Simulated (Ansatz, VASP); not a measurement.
## Sn in VASP and in Ansatz

```
Sn
1.0
     4.74886    0.00000    0.00000
    -2.37443    4.11263    0.00000
     0.00000    0.00000    5.06477
Sn
3
Direct
  0.00000 0.50000 0.33333
  0.50000 0.50000 0.66667
  0.50000 0.00000 0.00000
```

Alike in both runs: task relaxation of cell and atoms; functional PBE; k mesh 12 × 12 × 10; occupations gaussian, width 0.1 eV; no spin polarisation.

|  | VASP | Ansatz |
| --- | --- | --- |
| version | VASP 6.6.1 | Ansatz 0.2.0 |
| potentials or method | VASP PAW PBE potentials, release 64 (Sn_d), cutoff 600 eV | scalar-relativistic, plane waves, PAW |
| valence electrons in the cell | 42 | 42 |

VASP gave:

```
gap on the k mesh at the Fermi level, each at its own relaxed structure (eV) : none
relaxed volume (Å³/atom)                                                     : 32.93
relaxed length of the cell vector where the two differ most in proportion (Å)              : 4.747
```

Estimate Ansatz's values.

gap on the k mesh at the Fermi level, each at its own relaxed structure (eV): none; relaxed volume (Å³/atom): 32.97; relaxed length of the cell vector where the two differ most in proportion (Å): 4.749.

A gap of «none» marks a metal or a gap that the smearing closes.
